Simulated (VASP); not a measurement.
# SnSe2 in VASP: single point with PBE

Aim: the single point of SnSe2 with PBE.

Everything below comes from runs of VASP 6.6.1. Logs are shortened: lines on timing, memory, paths and dates and some standing lists are left out, and cuts for length are marked.

## (1) The cell of the first run

The cell holds a sheet with vacuum, 3 atoms: a = 3.869 Å, b = 3.869 Å, c = 29.937 Å, α = 90.00°, β = 90.00°, γ = 120.00°.

## (2) Single point, PBE

POSCAR

```
SnSe2
1.0
    3.8686269592     -0.0000002930      0.0000000000
   -1.9343132258      3.3503293709      0.0000000000
    0.0000000000      0.0000000000     29.9369999200
Sn Se
1 2
Direct
    0.0000000000      0.0000000000      0.3006313266
    0.6666666667      0.3333333333      0.3539322493
    0.3333333333      0.6666666667      0.2473304039
```

INCAR.step1

```
PREC = Accurate ; ENCUT = 520
EDIFF = 1E-6 ; ISMEAR = 0
SIGMA = 0.02 ; LREAL = False
LASPH = True ; NELM = 80
ALGO = Normal ; ISIF = 2
LWAVE = False ; LCHARG = True
LDIPOL = True ; IDIPOL = 3
DIPOL = 0.5 0.5 0.301 ; GGA = PE
NBANDS = 20
```

KPOINTS.step1

```
Automatic mesh
0
Gamma
  12 12 1
```

INCAR.step2

```
PREC = Accurate ; ENCUT = 520
EDIFF = 1E-6 ; ISMEAR = -5
SIGMA = 0.02 ; LREAL = False
LASPH = True ; NELM = 80
ALGO = Normal ; ISIF = 2
LWAVE = False ; LCHARG = False
LDIPOL = True ; IDIPOL = 3
DIPOL = 0.5 0.5 0.301 ; GGA = PE
LORBIT = 10 ; NBANDS = 20
NEDOS = 1001 ; ICHARG = 11
```

KPOINTS.step2

```
Automatic mesh
0
Gamma
  18 18 1
```

Potentials or basis: VASP PAW PBE potentials, release 64 (Sn_d, Se).

Launch:

```bash
$ cat potpaw_PBE.64/Sn_d/POTCAR potpaw_PBE.64/Se/POTCAR > POTCAR
$ cp INCAR.step1 INCAR
$ cp KPOINTS.step1 KPOINTS
$ mpirun -np 1 vasp_std > vasp.out
$ cp INCAR.step2 INCAR
$ cp KPOINTS.step2 KPOINTS
$ mpirun -np 1 vasp_std > vasp.out
```

OUTCAR:

```text
PREC = Accurate
   ENCUT = 520
   EDIFF = 1E-6
   ISMEAR = -5
   LREAL = False
   LASPH = True
   NELM = 80
   ISIF = 2
   GGA = PE
   LORBIT = 10
   ICHARG = 11

 ion  position               nearest neighbor table
   1  0.000  0.000  0.301-   3 2.74   2 2.74   3 2.74   2 2.74   3 2.74   2 2.74
   2  0.667  0.333  0.354-   1 2.74   1 2.74   1 2.74
   3  0.333  0.667  0.247-   1 2.74   1 2.74   1 2.74

  LATTYP: Found a hexagonal cell.
 ALAT       =     3.8686269592
 C/A-ratio  =     7.7384044096

  Lattice vectors:

 A1 = (   3.8686269592,  -0.0000002930,   0.0000000000)
 A2 = (  -1.9343132258,   3.3503293709,   0.0000000000)
 A3 = (   0.0000000000,   0.0000000000,  29.9369999200)

Analysis of symmetry for initial positions (statically):
=====================================================================
 Subroutine PRICEL returns:
 Original cell was already a primitive cell.

 Routine SETGRP: Setting up the symmetry group for a
 hexagonal supercell.

 Subroutine GETGRP returns: Found 12 space group operations
 (whereof  6 operations were pure point group operations)
 out of a pool of 24 trial point group operations.

The static configuration has the point symmetry C_3v.
 The point group associated with its full space group is D_3d.

Analysis of symmetry for dynamics (positions and initial velocities):
=====================================================================
 Subroutine PRICEL returns:
 Original cell was already a primitive cell.

 Routine SETGRP: Setting up the symmetry group for a
 hexagonal supercell.

 Subroutine GETGRP returns: Found 12 space group operations
 (whereof  6 operations were pure point group operations)
 out of a pool of 24 trial point group operations.

The dynamic configuration has the point symmetry C_3v.
 The point group associated with its full space group is D_3d.

 Subroutine INISYM returns: Found 12 space group operations
 (whereof  6 operations are pure point group operations),
 and found     1 'primitive' translations

----------------------------------------------------------------------------------------

                                     Primitive cell

  volume of cell :     388.0187

  direct lattice vectors                    reciprocal lattice vectors
     3.868626959 -0.000000293  0.000000000     0.258489654  0.149239045  0.000000000
    -1.934313226  3.350329371  0.000000000     0.000000023  0.298478129  0.000000000
     0.000000000  0.000000000 29.936999920     0.000000000  0.000000000  0.033403481

  length of vectors
     3.868626959  3.868626959 29.936999920     0.298478129  0.298478129  0.033403481

  position of ions in fractional coordinates (direct lattice)
     0.000000000  0.000000000  0.300631327
     0.666666667  0.333333333  0.353932249
     0.333333333  0.666666667  0.247330404

  ion indices of the primitive-cell ions
   primitive index   ion index
                 1           1
                 2           2
                 3           3

----------------------------------------------------------------------------------------

 KPOINTS: Automatic mesh

Automatic generation of k-mesh.
 Grid dimensions read from file:
 generate k-points for:   18   18    1

 Generating k-lattice:

  Cartesian coordinates                     Fractional coordinates (reciprocal lattice)
     0.014360536  0.008291058  0.000000000     0.055555556 -0.000000000  0.000000000
     0.000000001  0.016582118  0.000000000     0.000000000  0.055555556  0.000000000
     0.000000000  0.000000000  0.033403481     0.000000000  0.000000000  1.000000000

  Length of vectors
     0.016582118  0.016582118  0.033403481

  Shift w.r.t. Gamma in fractional coordinates (k-lattice)
     0.000000000  0.000000000  0.000000000

 TETIRR: Found    169 inequivalent tetrahedra from     1944

 Subroutine IBZKPT returns following result:
 ===========================================

 Found     37 irreducible k-points:

 Following reciprocal coordinates:
            Coordinates               Weight
  0.000000  0.000000  0.000000      1.000000
  0.055556  0.000000  0.000000      6.000000
  0.111111  0.000000  0.000000      6.000000
  0.166667  0.000000  0.000000      6.000000
  0.222222  0.000000  0.000000      6.000000
  0.277778 -0.000000  0.000000      6.000000
[... 16 lines left out ...]
  0.333333  0.111111  0.000000     12.000000
  0.388889  0.111111  0.000000     12.000000
 [... further k-points ...]
   k-points           NKPTS =     37   k-points in BZ     NKDIM =     37   number of bands    NBANDS=     20
   number of dos      NEDOS =   1001   number of ions     NIONS =      3
   total plane-waves  NPLWV = 201600
   dimension x,y,z NGX =    30 NGY =   30 NGZ =  224
   dimension x,y,z NGXF=    60 NGYF=   60 NGZF=  448
   ions per type =               1   2
   NGX,Y,Z   is equivalent  to a cutoff of  12.89, 12.89, 12.44 a.u.
   NGXF,Y,Z  is equivalent  to a cutoff of  25.78, 25.78, 24.88 a.u.
 SYSTEM =  unknown system
   PREC   = accura    normal or accurate (medium, high low for compatibility)
   ISTART =      0    job   : 0-new  1-cont  2-samecut
   ICHARG =     11    charge: 1-file 2-atom 10-const
   ISPIN  =      1    spin polarized calculation?
   LNONCOLLINEAR =      F non collinear calculations
   LSORBIT =      F    spin-orbit coupling
   LASPH  =      T    aspherical Exc in radial PAW
   ENCUT  =  520.0 eV  38.22 Ry    6.18 a.u.   7.19  7.19 55.66*2*pi/ulx,y,z
   NELM   =     80;   NELMIN=  2; NELMDL=  0     # of ELM steps
   EDIFF  = 0.1E-05   stopping-criterion for ELM
   LREAL  =      F    real-space projection
   EDIFFG = 0.1E-04   stopping-criterion for IOM
   NSW    =      0    number of steps for IOM
   IBRION =     -1    ionic relax: 0-MD 1-quasi-New 2-CG
   NFREE  =      0    steps in history (QN), initial steepest desc. (CG)
   ISIF   =      2    stress and relaxation
   ISYM   =      2    0-nonsym 1-usesym 2-fastsym
   POTIM  = 0.5000    time-step for ionic-motion
   TEBEG  =    0.0;   TEEND  =   0.0 temperature during run
   PSTRESS=    0.0 pullay stress
   NELECT =      26.0000    total number of electrons
   NUPDOWN=      -1.0000    fix difference up-down
   EMIN   =  10.00;   EMAX   =-10.00  energy-range for DOS
   EFERMI =   0.00;   METHOD = LEGACY
   ISMEAR =    -5;   SIGMA  =   0.02  broadening in eV -4-tet -1-fermi 0-gaus
   EFERMI_NEDOS =   21; number of points for ismear=-14 and -15
   IALGO  =     38    algorithm
   IMIX   =      4    mixing-type and parameters
     AMIX     =   0.40;   BMIX     =  1.00
     AMIX_MAG =   1.60;   BMIX_MAG =  1.00
  volume/ion in A,a.u.               =     129.34       872.83
  Fermi-wavevector in a.u.,A,eV,Ry     =   0.664939  1.256552  6.015731  0.442144
  Thomas-Fermi vector in A             =   1.738781
   LORBIT       =     10    0 simple, 1 ext, 2 COOP (PROOUT), +10 PAW based schemes
   GGA     = PE    functional components
   LHFCALC =     F    Hartree Fock is set to
   AEXX    =    0.0000 exact exchange contribution
   IVDW    =     0    specifies the selected vdW correction
   LEPSILON=     F    determine dielectric tensor
   LRPA    =     F    only Hartree local field effects (RPA)
 non-spin polarized calculation
 Fermi weights with tetrahedron method with Bloechl corrections
  energy-cutoff  :      520.00
  volume of cell :      388.02
 maximum number of plane-waves:     10489
 NGX is ok and might be reduce to    30

 number of electron      25.9999996 magnetization

 dipolmoment           0.000000      0.000000      0.000258 electrons x Angstroem

 Free energy of the ion-electron system (eV)
  ---------------------------------------------------
  ext. energy  EPLUGINS =         0.00000000
  ---------------------------------------------------
  free energy    TOTEN  =       -11.86352183 eV

  energy without entropy =      -11.86352183  energy(sigma->0) =      -11.86352183

 E-fermi :  -4.0145     XC(G=0):  -2.2834

 val. band max:       -4.0412314443   @ k =   0.1111   0.0000   0.0000
 cond. band min:      -3.2563356050   @ k =   0.5000  -0.0000   0.0000
 fundamental gap:      0.7848958393
 Fermi energy:        -4.0144878251

 k-point     1 :       0.0000    0.0000    0.0000
  band No.  band energies     occupation
      1     -25.1547      2.00000
      2     -25.1547      2.00000
      3     -25.1167      2.00000
      4     -25.1092      2.00000
      5     -25.1092      2.00000
      6     -17.3667      2.00000
[... 12 lines left out ...]
     19       1.6407      0.00000
     20       2.0884      0.00000

 k-point     2 :       0.0556    0.0000    0.0000
  band No.  band energies     occupation
      1     -25.1558      2.00000
      2     -25.1538      2.00000
      3     -25.1159      2.00000
      4     -25.1098      2.00000
      5     -25.1091      2.00000
      6     -17.3385      2.00000
[... 12 lines left out ...]
     19       1.6926      0.00000
     20       2.1351      0.00000

 k-point     3 :       0.1111    0.0000    0.0000
  band No.  band energies     occupation
      1     -25.1590      2.00000
      2     -25.1510      2.00000
      3     -25.1141      2.00000
      4     -25.1113      2.00000
      5     -25.1087      2.00000
      6     -17.2548      2.00000
[... 12 lines left out ...]
     19       1.8944      0.00000
     20       2.2722      0.00000

 k-point     4 :       0.1667    0.0000    0.0000
  band No.  band energies     occupation
      1     -25.1643      2.00000
      2     -25.1471      2.00000
      3     -25.1152      2.00000
      4     -25.1094      2.00000
      5     -25.1077      2.00000
      6     -17.1186      2.00000
[... 429 lines left out ...]
 k-point    23 :       0.3333    0.1111    0.0000
  band No.  band energies     occupation
      1     -25.1888      2.00000
      2     -25.1408      2.00000
      3     -25.1237      2.00000
      4     -25.0990      2.00000
      5     -25.0894      2.00000
      6     -16.1733      2.00000
[... 12 lines left out ...]
     19       3.4860      0.00000
     20       3.9127      0.00000

 k-point    24 :       0.3889    0.1111    0.0000
  band No.  band energies     occupation
      1     -25.1922      2.00000
      2     -25.1406      2.00000
      3     -25.1249      2.00000
      4     -25.0956      2.00000
      5     -25.0882      2.00000
      6     -15.9787      2.00000
[... 12 lines left out ...]
     19       4.0152      0.00000
     20       4.4393      0.00000

 [... further k-points ...]

------------------------ aborting loop because EDIFF is reached ----------------------------------------

 vacuum level on the upper side and lower side of the slab       (xc-potential included)        -0.005        -0.008

  FORCE on cell =-STRESS in cart. coord.  units (eV):
  Direction    XX          YY          ZZ          XY          YZ          ZX
  --------------------------------------------------------------------------------------
  -------------------------------------------------------------------------------------
  Total        0.0086764      0.0086764      0.0122511      0.0000000      0.0000000      0.0000000
  in kB        0.0358260      0.0358260      0.0505865      0.0000000      0.0000000      0.0000000
  external PRESSURE =       0.0407462 kB  Pullay stress =       0.0000000 kB

 VOLUME and BASIS-vectors are now :
 -----------------------------------------------------------------------------
  energy-cutoff  :      520.00
  volume of cell :      388.02
      direct lattice vectors                 reciprocal lattice vectors
     3.868626959 -0.000000293  0.000000000     0.258489654  0.149239045  0.000000000
    -1.934313226  3.350329371  0.000000000     0.000000023  0.298478129  0.000000000
     0.000000000  0.000000000 29.936999920     0.000000000  0.000000000  0.033403481

 POSITION                                       TOTAL-FORCE (eV/Angst)
 -----------------------------------------------------------------------------------
      0.00000      0.00000      9.00000         0.000000      0.000000     -0.000000
      1.93431      1.11678     10.59567        -0.000000     -0.000000      0.007848
      0.00000      2.23355      7.40433        -0.000000      0.000000     -0.007848
 -----------------------------------------------------------------------------------
    total drift:                                0.000000      0.000000      0.040490

  FREE ENERGIE OF THE ION-ELECTRON SYSTEM (eV)
  ---------------------------------------------------
  free  energy   TOTEN  =       -11.8635218320 eV

  energy  without entropy=      -11.8635218320  energy(sigma->0) =      -11.86352183

 vacuum level on the upper side and lower side of the slab         2.004         2.000

 total charge

# of ion       s       p       d       tot
------------------------------------------
    1        1.060   0.985  10.085  12.130
    2        1.483   2.297   0.023   3.803
    3        1.483   2.297   0.023   3.803
--------------------------------------------------
tot          4.025   5.580  10.132  19.737
```

It took 13 min on 1 thread of Intel Xeon 8259CL, shared host; peak memory 0.62 GiB.

Results:

```yaml
Valence_electrons_inside_the_program's_atomic_spheres: Sn 12.13; Se 3.80
```

Caveat: spin-orbit coupling is left out, which moves the levels of the heavy elements.
